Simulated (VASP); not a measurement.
# Sn (I4_1/amd) in VASP: further runs, part 3 of 3

VASP 6.6.1. The steps go on from the part before.

**4. Single point, LDA (27.59 Å³/atom)**

This run uses another cell than the first one, of 27.59 Å³/atom.

Input file INCAR:

```
PREC     = Accurate       # precision mode
ENCUT    = 500            # plane-wave cutoff, eV
EDIFF    = 1E-6           # SCF threshold, eV
ISMEAR   = -1             # smearing method
SIGMA    = 0.05           # smearing width, eV
LREAL    = False          # projectors in reciprocal space
LASPH    = True           # aspherical terms in the spheres
NELM     = 120            # most SCF steps
ALGO     = Normal         # electronic algorithm
ISIF     = 2              # what is computed and relaxed
LWAVE    = False          # write WAVECAR
LCHARG   = True           # write CHGCAR
LELF     = True           # ELF
LVHAR    = True         
NBANDS   = 21             # bands
GGA_COMPAT= False
```

Input file KPOINTS:

```
Automatic mesh
0
Gamma
  15 15 15
```

Input file POSCAR:

```
Sn
1.0
   -2.9351608277      2.9351608277      1.6011844130
    2.9351608277     -2.9351608277      1.6011844130
    2.9351608277      2.9351608277     -1.6011844130
Sn
2
Direct
    0.0000000000      0.0000000000      0.0000000000
    0.7500000000      0.2500000000      0.5000000000
```

Potentials or basis: VASP PAW LDA potentials, release 64 (Sn_d).

Launch:

```sh
cat potpaw_LDA.64/Sn_d/POTCAR > POTCAR
mpirun -np 1 vasp_std > vasp.out
```

OUTCAR:

```text
PREC = Accurate
   ENCUT = 500
   EDIFF = 1E-6
   ISMEAR = -1
   LREAL = False
   LASPH = True
   NELM = 120
   ISIF = 2

 ion  position               nearest neighbor table
   1  0.000  0.000  0.000-   2 3.04   2 3.04   2 3.04   2 3.04
   2  0.750  0.250  0.500-   1 3.04   1 3.04   1 3.04   1 3.04

  LATTYP: Found a body centered tetragonal cell.
 ALAT       =     5.8703216554
 C/A-ratio  =     0.5455184595

  Lattice vectors:

 A1 = (  -2.9351608277,   2.9351608277,   1.6011844130)
 A2 = (   2.9351608277,  -2.9351608277,   1.6011844130)
 A3 = (   2.9351608277,   2.9351608277,  -1.6011844130)

Analysis of symmetry for initial positions (statically):
=====================================================================
 Subroutine PRICEL returns:
 Original cell was already a primitive cell.

 Routine SETGRP: Setting up the symmetry group for a
 body centered tetragonal supercell.

 Subroutine GETGRP returns: Found 16 space group operations
 (whereof  8 operations were pure point group operations)
 out of a pool of 16 trial point group operations.

The static configuration has the point symmetry D_2d.
 The point group associated with its full space group is D_4h.

Analysis of symmetry for dynamics (positions and initial velocities):
=====================================================================
 Subroutine PRICEL returns:
 Original cell was already a primitive cell.

 Routine SETGRP: Setting up the symmetry group for a
 body centered tetragonal supercell.

 Subroutine GETGRP returns: Found 16 space group operations
 (whereof  8 operations were pure point group operations)
 out of a pool of 16 trial point group operations.

The dynamic configuration has the point symmetry D_2d.
 The point group associated with its full space group is D_4h.

 Subroutine INISYM returns: Found 16 space group operations
 (whereof  8 operations are pure point group operations),
 and found     1 'primitive' translations

----------------------------------------------------------------------------------------

                                     Primitive cell

  volume of cell :      55.1779

  direct lattice vectors                    reciprocal lattice vectors
    -2.935160828  2.935160828  1.601184413     0.000000000  0.170348417  0.312268840
     2.935160828 -2.935160828  1.601184413     0.170348417  0.000000000  0.312268840
     2.935160828  2.935160828 -1.601184413     0.170348417  0.170348417  0.000000000

  length of vectors
     4.449059417  4.449059417  4.449059417     0.355711135  0.355711135  0.240909041

  position of ions in fractional coordinates (direct lattice)
     0.000000000  0.000000000  0.000000000
     0.750000000  0.250000000  0.500000000

  ion indices of the primitive-cell ions
   primitive index   ion index
                 1           1
                 2           2

----------------------------------------------------------------------------------------

 KPOINTS: Automatic mesh

Automatic generation of k-mesh.
 Grid dimensions read from file:
 generate k-points for:   15   15   15

 Generating k-lattice:

  Cartesian coordinates                     Fractional coordinates (reciprocal lattice)
     0.000000000  0.011356561  0.020817923     0.066666667  0.000000000  0.000000000
     0.011356561  0.000000000  0.020817923     0.000000000  0.066666667  0.000000000
     0.011356561  0.011356561  0.000000000     0.000000000  0.000000000  0.066666667

  Length of vectors
     0.023714076  0.023714076  0.016060603

  Shift w.r.t. Gamma in fractional coordinates (k-lattice)
     0.000000000  0.000000000  0.000000000

 Subroutine IBZKPT returns following result:
 ===========================================

 Found    288 irreducible k-points:

 Following reciprocal coordinates:
            Coordinates               Weight
  0.000000  0.000000  0.000000      1.000000
  0.066667  0.000000  0.000000      8.000000
  0.133333 -0.000000  0.000000      8.000000
  0.200000 -0.000000  0.000000      8.000000
  0.266667 -0.000000  0.000000      8.000000
  0.333333  0.000000  0.000000      8.000000
[... 16 lines left out ...]
  0.133333  0.133333  0.000000      8.000000
  0.200000  0.133333  0.000000     16.000000
 [... further k-points ...]
   k-points           NKPTS =    288   k-points in BZ     NKDIM =    288   number of bands    NBANDS=     21
   number of dos      NEDOS =    301   number of ions     NIONS =      2
   total plane-waves  NPLWV =  32768
   dimension x,y,z NGX =    32 NGY =   32 NGZ =   32
   dimension x,y,z NGXF=    64 NGYF=   64 NGZF=   64
   ions per type =               2
   NGX,Y,Z   is equivalent  to a cutoff of  11.96, 11.96, 11.96 a.u.
   NGXF,Y,Z  is equivalent  to a cutoff of  23.91, 23.91, 23.91 a.u.
 SYSTEM =  unknown system
   PREC   = accura    normal or accurate (medium, high low for compatibility)
   ISTART =      0    job   : 0-new  1-cont  2-samecut
   ICHARG =      2    charge: 1-file 2-atom 10-const
   ISPIN  =      1    spin polarized calculation?
   LNONCOLLINEAR =      F non collinear calculations
   LSORBIT =      F    spin-orbit coupling
   LASPH  =      T    aspherical Exc in radial PAW
   ENCUT  =  500.0 eV  36.75 Ry    6.06 a.u.   8.11  8.11  8.11*2*pi/ulx,y,z
   NELM   =    120;   NELMIN=  2; NELMDL= -5     # of ELM steps
   EDIFF  = 0.1E-05   stopping-criterion for ELM
   LREAL  =      F    real-space projection
   EDIFFG = 0.1E-04   stopping-criterion for IOM
   NSW    =      0    number of steps for IOM
   IBRION =     -1    ionic relax: 0-MD 1-quasi-New 2-CG
   NFREE  =      0    steps in history (QN), initial steepest desc. (CG)
   ISIF   =      2    stress and relaxation
   ISYM   =      2    0-nonsym 1-usesym 2-fastsym
   POTIM  = 0.5000    time-step for ionic-motion
   TEBEG  =    0.0;   TEEND  =   0.0 temperature during run
   PSTRESS=    0.0 pullay stress
   NELECT =      28.0000    total number of electrons
   NUPDOWN=      -1.0000    fix difference up-down
   EMIN   =  10.00;   EMAX   =-10.00  energy-range for DOS
   EFERMI =   0.00;   METHOD = LEGACY
   ISMEAR =    -1;   SIGMA  =   0.05  broadening in eV -4-tet -1-fermi 0-gaus
   EFERMI_NEDOS =   21; number of points for ismear=-14 and -15
   IALGO  =     38    algorithm
   IMIX   =      4    mixing-type and parameters
     AMIX     =   0.40;   BMIX     =  1.00
     AMIX_MAG =   1.60;   BMIX_MAG =  1.00
  volume/ion in A,a.u.               =      27.59       186.18
  Fermi-wavevector in a.u.,A,eV,Ry     =   1.305787  2.467580 23.199030  1.705081
  Thomas-Fermi vector in A             =   2.436633
   LORBIT       =      0    0 simple, 1 ext, 2 COOP (PROOUT), +10 PAW based schemes
   GGA     = CA    functional components
   LHFCALC =     F    Hartree Fock is set to
   AEXX    =    0.0000 exact exchange contribution
   IVDW    =     0    specifies the selected vdW correction
   LEPSILON=     F    determine dielectric tensor
   LRPA    =     F    only Hartree local field effects (RPA)
 non-spin polarized calculation
  energy-cutoff  :      500.00
  volume of cell :       55.18
 maximum number of plane-waves:      1422
   NGX = 17   NGY = 17   NGZ = 17

 number of electron      27.9999977 magnetization

 Free energy of the ion-electron system (eV)
  ---------------------------------------------------
  ext. energy  EPLUGINS =         0.00000000
  ---------------------------------------------------
  free energy    TOTEN  =        -8.95696977 eV

  energy without entropy =       -8.94912672  energy(sigma->0) =       -8.95304825

 E-fermi :   7.4831     XC(G=0): -10.4694

 val. band max:        7.4773102899   @ k =  -0.2000   0.2000   0.0667
 cond. band min:       7.4931806899   @ k =   0.2667   0.0667   0.0000
 fundamental gap:      0.0158704000
 Fermi energy:         7.4830937357

 k-point     1 :       0.0000    0.0000    0.0000
  band No.  band energies     occupation
      1     -14.0326      2.00000
      2     -13.9501      2.00000
      3     -13.9081      2.00000
      4     -13.8966      2.00000
      5     -13.7536      2.00000
      6     -13.7536      2.00000
[... 13 lines left out ...]
     20      17.3758      0.00000
     21      18.0272      0.00000

 k-point     2 :       0.0667    0.0000    0.0000
  band No.  band energies     occupation
      1     -14.0300      2.00000
      2     -13.9415      2.00000
      3     -13.9049      2.00000
      4     -13.8865      2.00000
      5     -13.7600      2.00000
      6     -13.7592      2.00000
[... 520 lines left out ...]
 k-point    24 :       0.2000    0.1333    0.0000
  band No.  band energies     occupation
      1     -13.9917      2.00000
      2     -13.8643      2.00000
      3     -13.8592      2.00000
      4     -13.8158      2.00000
      5     -13.8104      2.00000
      6     -13.7936      2.00000
[... 13 lines left out ...]
     20      14.6440      0.00000
     21      15.5035      0.00000

 [... further k-points ...]
[... 5 lines left out ...]
  --------------------------------------------------------------------------------------
  -------------------------------------------------------------------------------------
  Total       -0.8480946     -0.8480946     -1.1546725      0.0000000      0.0000000      0.0000000
  in kB      -24.6257652    -24.6257652    -33.5277383      0.0000000      0.0000000      0.0000000
  external PRESSURE =     -27.5930896 kB  Pullay stress =       0.0000000 kB

 VOLUME and BASIS-vectors are now :
 -----------------------------------------------------------------------------
  energy-cutoff  :      500.00
  volume of cell :       55.18
      direct lattice vectors                 reciprocal lattice vectors
    -2.935160828  2.935160828  1.601184413     0.000000000  0.170348417  0.312268840
     2.935160828 -2.935160828  1.601184413     0.170348417  0.000000000  0.312268840
     2.935160828  2.935160828 -1.601184413     0.170348417  0.170348417  0.000000000

 POSITION                                       TOTAL-FORCE (eV/Angst)
 -----------------------------------------------------------------------------------
      0.00000      0.00000      0.00000        -0.000000      0.000000      0.000000
     -0.00000      2.93516      0.80059         0.000000     -0.000000     -0.000000
 -----------------------------------------------------------------------------------
    total drift:                                0.000000     -0.000000      0.000000

  FREE ENERGIE OF THE ION-ELECTRON SYSTEM (eV)
  ---------------------------------------------------
  free  energy   TOTEN  =        -8.9569697713 eV

  energy  without entropy=       -8.9491267228  energy(sigma->0) =       -8.95304825
```

Wall time 4.8 min (1 thread of Oxide Virtual Turin-like, shared host); peak memory 0.31 GiB.

Results:

| Item | Value |
| --- | --- |
| Free energy | -8.9570 eV |
| Pressure | -2.8 GPa |
| Band gap on the k mesh | zero (bands 14 and 15 overlap by 4.17 eV) |

Levels at points of the mesh, in eV from the Fermi level:
```tsv
k point	band 11	band 12	band 13	band 14	band 15	band 16	band 17	band 18
(0.00, 0.00, 0.00)	-11.01	-3.75	-1.91	-1.91	3.12	6.10	6.10	6.65
```

Caveat: spin-orbit coupling is left out, which moves the levels of the heavy elements.

**5. Single point, LDA (28.67 Å³/atom)**

This run uses another cell than the first one, of 28.67 Å³/atom.

Input file INCAR:

```
SYSTEM = Sn
ALGO = Normal
EDIFF = 1E-6
ENCUT = 500
GGA_COMPAT = .FALSE.
ISIF = 2
ISMEAR = -1
LASPH = .TRUE.
LCHARG = .TRUE.
LELF = .TRUE.
LREAL = .FALSE.
LVHAR = .TRUE.
LWAVE = .FALSE.
NBANDS = 21
NELM = 120
PREC = Accurate
SIGMA = 0.05
```

Input file KPOINTS:

```
k-points
0
G
  15 15 15
  0 0 0
```

Input file POSCAR:

```
Sn
1.0
   -2.9730380483      2.9730380483      1.6218471360
    2.9730380483     -2.9730380483      1.6218471360
    2.9730380483      2.9730380483     -1.6218471360
Sn
2
Direct
    0.0000000000      0.0000000000      0.0000000000
    0.7500000000      0.2500000000      0.5000000000
```

Launch:

```sh
cat potpaw_LDA.64/Sn_d/POTCAR > POTCAR
mpirun -np 1 vasp_std > vasp.out
```

Run time: 8.3 min. Hardware: 1 thread of Oxide Virtual Turin-like, shared host; peak memory 0.33 GiB.

The run converged. Its results:

- Free energy: -8.9092 eV
- Pressure: -4.4 GPa
- Band gap on the k mesh: zero (bands 14 and 15 overlap by 3.98 eV)

Stress tensor (GPa, compression positive):
```
-4.12  0.00  0.00
 0.00 -4.12  0.00
 0.00  0.00 -4.88
```

Levels at points of the mesh, in eV from the Fermi level:
```tsv
k point	band 11	band 12	band 13	band 14	band 15	band 16	band 17	band 18
(0.00, 0.00, 0.00)	-10.73	-3.86	-1.80	-1.80	3.18	5.91	5.91	6.40
```

Caveat: the cell stands under tension; spin-orbit coupling is left out, which moves the levels of the heavy elements.

**6. Overview**

```csv
cell,cutoff (eV),gap on the mesh (eV),pressure (GPa)
"a = 4.330 Å, angles 97.4, 97.4, 137.8°, 2 atoms",520,none,1.9
"a = 4.420 Å, angles 97.4, 97.4, 137.8°, 2 atoms",520,none,-1.8
"a = 4.449 Å, angles 97.4, 97.4, 137.8°, 2 atoms",500,none,-2.8
"a = 4.506 Å, angles 97.4, 97.4, 137.8°, 2 atoms",500,none,-4.4
```

Alike in all rows: task single point; level LDA; potentials or basis VASP PAW LDA potentials, release 64 (Sn_d); no spin polarisation; k mesh 15 × 15 × 15; smearing fermi-dirac 0.05 eV.

Caveats: spin-orbit coupling is left out, which moves the levels of the heavy elements; the cell stands under tension (at least some runs).

Total energies depend on the potentials used, so only differences within one code and one set of settings carry meaning.
